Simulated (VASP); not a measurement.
# Zn7O (P-62m) in VASP: single point with PBE

Aim: the single point of Zn7O with PBE.

Program: VASP 6.6.1. These are calculated values, not measurements. Logs are shortened: lines on timing, memory, paths and dates and some standing lists are left out, and cuts for length are marked.

### 1 The cell of the first run

Symmetry: P-62m, No. 189, hexagonal system. The conventional cell has a = 4.535 Å, b = 4.535 Å, c = 7.552 Å, α = 90.00°, β = 90.00°, γ = 120.00°. Zn (site symmetry m) has 1 O at 2.21 Å and 7 Zn at 2.59 to 2.69 Å within 2.9 Å. Within 3.5 Å of Zn (site symmetry -62m) lie 6 Zn at 2.69 Å. Within 2.9 Å of O (site symmetry -62m) lie 6 Zn at 2.21 Å.

The cell was built from a structure type or drawn by symmetry, and may not be a known phase.

### 2 Single point, PBE

File INCAR:

```
  PREC = Accurate
  ENCUT = 520
  EDIFF = 1E-6
  ISMEAR = 0
  SIGMA = 0.2
  LREAL = False
  LASPH = True
  NELM = 80
  ALGO = Normal
  ISIF = 2
  LWAVE = False
  LCHARG = False
  GGA = PE
  NBANDS = 55
```

File KPOINTS:

```
Automatic mesh
0
Gamma
  5 5 3
```

File POSCAR:

```
Zn7O
1.0
    4.5346799165      0.0000000000      0.0000000000
   -2.2673399583      3.9271480057      0.0000000000
    0.0000000000      0.0000000000      7.5524595882
Zn O
7 1
Direct
    0.6585080293      0.0000000000      0.2084306213
    0.0000000000      0.6585080293      0.2084306213
    0.3414919707      0.3414919707      0.2084306213
    0.6585080293      0.0000000000      0.7915693787
    0.0000000000      0.6585080293      0.7915693787
    0.3414919707      0.3414919707      0.7915693787
    0.0000000000      0.0000000000      0.5000000000
    0.0000000000      0.0000000000      0.0000000000
```

Potentials or basis: VASP PAW PBE potentials, release 64 (Zn, O).

On the command line:

```
$ cat potpaw_PBE.64/Zn/POTCAR potpaw_PBE.64/O/POTCAR > POTCAR
$ mpirun -np 1 vasp_std > vasp.out
```

OUTCAR:

```text
PREC = Accurate
   ENCUT = 520
   EDIFF = 1E-6
   ISMEAR = 0
   LREAL = False
   LASPH = True
   NELM = 80
   ISIF = 2
   GGA = PE

 ion  position               nearest neighbor table
   1  0.659  0.000  0.208-   8 2.21   2 2.59   2 2.59   3 2.59   3 2.59   3 2.68   2 2.68   7 2.69

   2  0.000  0.659  0.208-   8 2.21   1 2.59   3 2.59   1 2.59   3 2.59   3 2.68   1 2.68   7 2.69

   3  0.341  0.341  0.208-   8 2.21   2 2.59   1 2.59   2 2.59   1 2.59   1 2.68   2 2.68   7 2.69

   4  0.659  0.000  0.792-   8 2.21   5 2.59   5 2.59   6 2.59   6 2.59   6 2.68   5 2.68   7 2.69

   5  0.000  0.659  0.792-   8 2.21   4 2.59   6 2.59   4 2.59   6 2.59   6 2.68   4 2.68   7 2.69

   6  0.341  0.341  0.792-   8 2.21   5 2.59   4 2.59   5 2.59   4 2.59   4 2.68   5 2.68   7 2.69

   7  0.000  0.000  0.500-   3 2.69   6 2.69   4 2.69   1 2.69   5 2.69   2 2.69
   8  0.000  0.000  0.000-   3 2.21   6 2.21   4 2.21   1 2.21   5 2.21   2 2.21

  LATTYP: Found a hexagonal cell.
 ALAT       =     4.5346799165
 C/A-ratio  =     1.6654890152

  Lattice vectors:

 A1 = (   4.5346799165,   0.0000000000,   0.0000000000)
 A2 = (  -2.2673399583,   3.9271480057,   0.0000000000)
 A3 = (   0.0000000000,   0.0000000000,   7.5524595882)

Analysis of symmetry for initial positions (statically):
=====================================================================
 Subroutine PRICEL returns:
 Original cell was already a primitive cell.

 Routine SETGRP: Setting up the symmetry group for a
 hexagonal supercell.

 Subroutine GETGRP returns: Found 12 space group operations
 (whereof 12 operations were pure point group operations)
 out of a pool of 24 trial point group operations.

The static configuration has the point symmetry D_3h.

Analysis of symmetry for dynamics (positions and initial velocities):
=====================================================================
 Subroutine PRICEL returns:
 Original cell was already a primitive cell.

 Routine SETGRP: Setting up the symmetry group for a
 hexagonal supercell.

 Subroutine GETGRP returns: Found 12 space group operations
 (whereof 12 operations were pure point group operations)
 out of a pool of 24 trial point group operations.

The dynamic configuration has the point symmetry D_3h.

 Subroutine INISYM returns: Found 12 space group operations
 (whereof 12 operations are pure point group operations),
 and found     1 'primitive' translations

----------------------------------------------------------------------------------------

                                     Primitive cell

  volume of cell :     134.4969

  direct lattice vectors                    reciprocal lattice vectors
     4.534679917  0.000000000  0.000000000     0.220522731  0.127318858  0.000000000
    -2.267339958  3.927148006  0.000000000     0.000000000  0.254637716  0.000000000
     0.000000000  0.000000000  7.552459588     0.000000000  0.000000000  0.132407196

  length of vectors
     4.534679917  4.534679917  7.552459588     0.254637716  0.254637716  0.132407196

  position of ions in fractional coordinates (direct lattice)
     0.658508029  0.000000000  0.208430621
     0.000000000  0.658508029  0.208430621
     0.341491971  0.341491971  0.208430621
     0.658508029  0.000000000  0.791569379
     0.000000000  0.658508029  0.791569379
     0.341491971  0.341491971  0.791569379
     0.000000000  0.000000000  0.500000000
     0.000000000  0.000000000  0.000000000

  ion indices of the primitive-cell ions
   primitive index   ion index
                 1           1
                 2           2
                 3           3
                 4           4
                 5           5
                 6           6
                 7           7
                 8           8

----------------------------------------------------------------------------------------

 KPOINTS: Automatic mesh

Automatic generation of k-mesh.
 Grid dimensions read from file:
 generate k-points for:    5    5    3

 Generating k-lattice:

  Cartesian coordinates                     Fractional coordinates (reciprocal lattice)
     0.044104546  0.025463772  0.000000000     0.200000000  0.000000000  0.000000000
     0.000000000  0.050927543  0.000000000     0.000000000  0.200000000  0.000000000
     0.000000000  0.000000000  0.044135732     0.000000000  0.000000000  0.333333333

  Length of vectors
     0.050927543  0.050927543  0.044135732

  Shift w.r.t. Gamma in fractional coordinates (k-lattice)
     0.000000000  0.000000000  0.000000000

 Subroutine IBZKPT returns following result:
 ===========================================

 Found     10 irreducible k-points:

 Following reciprocal coordinates:
            Coordinates               Weight
  0.000000  0.000000  0.000000      1.000000
  0.200000 -0.000000  0.000000      6.000000
  0.400000 -0.000000  0.000000      6.000000
  0.200000  0.200000  0.000000      6.000000
  0.400000  0.200000  0.000000      6.000000
  0.000000  0.000000  0.333333      2.000000
  0.200000 -0.000000  0.333333     12.000000
  0.400000 -0.000000  0.333333     12.000000
  0.200000  0.200000  0.333333     12.000000
  0.400000  0.200000  0.333333     12.000000
   k-points           NKPTS =     10   k-points in BZ     NKDIM =     10   number of bands    NBANDS=     55
   number of dos      NEDOS =    301   number of ions     NIONS =      8
   total plane-waves  NPLWV =  72576
   dimension x,y,z NGX =    36 NGY =   36 NGZ =   56
   dimension x,y,z NGXF=    72 NGYF=   72 NGZF=  112
   ions per type =               7   1
   NGX,Y,Z   is equivalent  to a cutoff of  13.20, 13.20, 12.33 a.u.
   NGXF,Y,Z  is equivalent  to a cutoff of  26.40, 26.40, 24.65 a.u.
 SYSTEM =  unknown system
   PREC   = accura    normal or accurate (medium, high low for compatibility)
   ISTART =      0    job   : 0-new  1-cont  2-samecut
   ICHARG =      2    charge: 1-file 2-atom 10-const
   ISPIN  =      1    spin polarized calculation?
   LNONCOLLINEAR =      F non collinear calculations
   LSORBIT =      F    spin-orbit coupling
   LASPH  =      T    aspherical Exc in radial PAW
   ENCUT  =  520.0 eV  38.22 Ry    6.18 a.u.   8.43  8.43 14.04*2*pi/ulx,y,z
   NELM   =     80;   NELMIN=  2; NELMDL= -5     # of ELM steps
   EDIFF  = 0.1E-05   stopping-criterion for ELM
   LREAL  =      F    real-space projection
[... 7 lines left out ...]
   TEBEG  =    0.0;   TEEND  =   0.0 temperature during run
   PSTRESS=    0.0 pullay stress
   NELECT =      90.0000    total number of electrons
   NUPDOWN=      -1.0000    fix difference up-down
   EMIN   =  10.00;   EMAX   =-10.00  energy-range for DOS
   EFERMI =   0.00;   METHOD = LEGACY
   ISMEAR =     0;   SIGMA  =   0.20  broadening in eV -4-tet -1-fermi 0-gaus
   EFERMI_NEDOS =   21; number of points for ismear=-14 and -15
   IALGO  =     38    algorithm
   IMIX   =      4    mixing-type and parameters
     AMIX     =   0.40;   BMIX     =  1.00
     AMIX_MAG =   1.60;   BMIX_MAG =  1.00
  volume/ion in A,a.u.               =      16.81       113.45
  Fermi-wavevector in a.u.,A,eV,Ry     =   1.431918  2.705933 27.897248  2.050390
  Thomas-Fermi vector in A             =   2.551602
   LORBIT       =      0    0 simple, 1 ext, 2 COOP (PROOUT), +10 PAW based schemes
   GGA     = PE    functional components
   LHFCALC =     F    Hartree Fock is set to
   AEXX    =    0.0000 exact exchange contribution
   IVDW    =     0    specifies the selected vdW correction
   LEPSILON=     F    determine dielectric tensor
   LRPA    =     F    only Hartree local field effects (RPA)
 non-spin polarized calculation
 Gauss-broadening in eV      SIGMA  =   0.20
  energy-cutoff  :      520.00
  volume of cell :      134.50
 maximum number of plane-waves:      3659
 NGX is ok and might be reduce to    36
   NGX = 17   NGY = 17   NGZ = 29

 number of electron      89.9999990 magnetization

 Free energy of the ion-electron system (eV)
  ---------------------------------------------------
  ext. energy  EPLUGINS =         0.00000000
  ---------------------------------------------------
  free energy    TOTEN  =       -13.49316574 eV

  energy without entropy =      -13.42134875  energy(sigma->0) =      -13.45725725

 E-fermi :   2.0634     XC(G=0): -10.4708

 val. band max:        2.0323520606   @ k =   0.2000   0.2000   0.3333
 cond. band min:       2.0999567841   @ k =   0.2000  -0.0000   0.3333
 fundamental gap:      0.0676047234
 Fermi energy:         2.0633558370

 k-point     1 :       0.0000    0.0000    0.0000
  band No.  band energies     occupation
      1     -16.7407      2.00000
      2      -7.1032      2.00000
      3      -6.9429      2.00000
      4      -5.8570      2.00000
      5      -5.7991      2.00000
      6      -5.7507      2.00000
[... 47 lines left out ...]
     54       5.8728      0.00000
     55       5.8728      0.00000

 k-point     2 :       0.2000   -0.0000    0.0000
  band No.  band energies     occupation
      1     -16.7257      2.00000
      2      -6.8312      2.00000
      3      -6.7004      2.00000
      4      -5.9840      2.00000
      5      -5.9547      2.00000
      6      -5.8363      2.00000
[... 47 lines left out ...]
     54       7.6315      0.00000
     55       7.9788      0.00000

 k-point     3 :       0.4000   -0.0000    0.0000
  band No.  band energies     occupation
      1     -16.7015      2.00000
      2      -6.4324      2.00000
      3      -6.2816      2.00000
      4      -6.1301      2.00000
      5      -6.0293      2.00000
      6      -5.8396      2.00000
[... 340 lines left out ...]
 k-point     9 :       0.2000    0.2000    0.3333
  band No.  band energies     occupation
      1     -16.7060      2.00000
      2      -6.6078      2.00000
      3      -6.2106      2.00000
      4      -6.0473      2.00000
      5      -6.0440      2.00000
      6      -6.0197      2.00000
[... 47 lines left out ...]
     54       7.7507      0.00000
     55       8.4616      0.00000

 k-point    10 :       0.4000    0.2000    0.3333
  band No.  band energies     occupation
      1     -16.6940      2.00000
      2      -6.4641      2.00000
      3      -6.2178      2.00000
      4      -6.1148      2.00000
      5      -6.0842      2.00000
      6      -6.0462      2.00000
[... 47 lines left out ...]
     54       9.2435      0.00000
     55       9.4668      0.00000

------------------------ aborting loop because EDIFF is reached ----------------------------------------

  FORCE on cell =-STRESS in cart. coord.  units (eV):
  Direction    XX          YY          ZZ          XY          YZ          ZX
  --------------------------------------------------------------------------------------
  -------------------------------------------------------------------------------------
  Total        0.6869231      0.6869231      0.5275690     -0.0000000      0.0000000      0.0000000
  in kB        8.1828833      8.1828833      6.2845986     -0.0000000      0.0000000      0.0000000
  external PRESSURE =       7.5501218 kB  Pullay stress =       0.0000000 kB

 VOLUME and BASIS-vectors are now :
 -----------------------------------------------------------------------------
  energy-cutoff  :      520.00
  volume of cell :      134.50
      direct lattice vectors                 reciprocal lattice vectors
     4.534679917  0.000000000  0.000000000     0.220522731  0.127318858  0.000000000
    -2.267339958  3.927148006  0.000000000     0.000000000  0.254637716  0.000000000
     0.000000000  0.000000000  7.552459588     0.000000000  0.000000000  0.132407196

 POSITION                                       TOTAL-FORCE (eV/Angst)
 -----------------------------------------------------------------------------------
      2.98612      0.00000      1.57416        -0.006580      0.000000     -0.006988
     -1.49306      2.58606      1.57416         0.003290     -0.005699     -0.006988
      0.77428      1.34109      1.57416         0.003290      0.005699     -0.006988
      2.98612      0.00000      5.97830        -0.006580      0.000000      0.006988
     -1.49306      2.58606      5.97830         0.003290     -0.005699      0.006988
      0.77428      1.34109      5.97830         0.003290      0.005699      0.006988
      0.00000      0.00000      3.77623         0.000000      0.000000     -0.000000
      0.00000      0.00000      0.00000         0.000000      0.000000     -0.000000
 -----------------------------------------------------------------------------------
    total drift:                                0.000005      0.000009     -0.000000

  FREE ENERGIE OF THE ION-ELECTRON SYSTEM (eV)
  ---------------------------------------------------
  free  energy   TOTEN  =       -13.4931657376 eV

  energy  without entropy=      -13.4213487537  energy(sigma->0) =      -13.45725725
```

Run time: 2.3 min. Hardware: 1 thread of AMD EPYC 7R13, shared host; peak memory 0.24 GiB.

Results:

| Quantity | Value |
| --- | --- |
| Free energy | -13.4932 eV |
| Pressure | 0.8 GPa |
| Largest force | 0.010 eV/Å |
| Band gap on the k mesh | zero (bands 45 and 46 overlap by 2.52 eV) |

Forces in eV/Å, atoms in the order of the input:
```
Zn  -0.007  0.000 -0.007
Zn   0.003 -0.006 -0.007
Zn   0.003  0.006 -0.007
Zn  -0.007  0.000  0.007
Zn   0.003 -0.006  0.007
Zn   0.003  0.006  0.007
Zn   0.000  0.000  0.000
O    0.000  0.000  0.000
```
